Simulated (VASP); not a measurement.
Write the native input for VASP 6.6.1 that does the following.

```
Task                   : single point
Functional             : LDA
Potentials or basis    : VASP PAW LDA potentials, release 64 (Ba_sv, Ti_sv, O)
Cutoff                 : 520 eV
k mesh                 : 8 × 8 × 8
Occupations            : fermi-dirac, width 0.05 eV
Spin                   : no spin polarisation
Dipole correction      : no
Further INCAR settings : ALGO = Normal; EDIFF = 1e-07; NBANDS = 28
```

The structure of BaTiO3 lies in POSCAR:

```
BaTiO3
1.0
    3.9804045588      0.0000000000      0.0000000000
    0.0000000000      3.9804045588      0.0000000000
    0.0000000000      0.0000000000      3.9804045588
Ba Ti O
1 1 3
Direct
    0.5000000000      0.5000000000      0.5000000000
    0.0000000000      0.0000000000      0.0000000000
    0.5000000000      0.0000000000      0.0000000000
    0.0000000000      0.5000000000      0.0000000000
    0.0000000000      0.0000000000      0.5000000000
```

This cell differs from its parent crystal: volume scaled by 0.98.

One way to write it, as run:

INCAR

```
  PREC = Accurate
  ENCUT = 520
  EDIFF = 1E-7
  ISMEAR = -1
  SIGMA = 0.05
  LREAL = F
  LASPH = T
  NELM = 100
  ALGO = Normal
  ISIF = 2
  LWAVE = F
  LCHARG = F
  NBANDS = 28
```

KPOINTS

```
regular mesh
0
Gamma
  8 8 8
```

Potentials or basis: VASP PAW LDA potentials, release 64 (Ba_sv, Ti_sv, O).

Command:

```bash
$ cat potpaw_LDA.64/Ba_sv/POTCAR potpaw_LDA.64/Ti_sv/POTCAR potpaw_LDA.64/O/POTCAR > POTCAR
$ mpirun -np 1 vasp_std > vasp.out
```

Results of the run:

The pressure is -4.1 GPa and the band gap on the k mesh is 1.69 eV, indirect (least direct gap 1.81 eV).

Caveat: spin-orbit coupling is left out, which moves the levels of the heavy elements.

Run time: 70 s on 1 thread of Intel(R) Xeon(R) Platinum 8488C (Sapphire Rapids), on a shared host, peak memory 0.18 GiB.
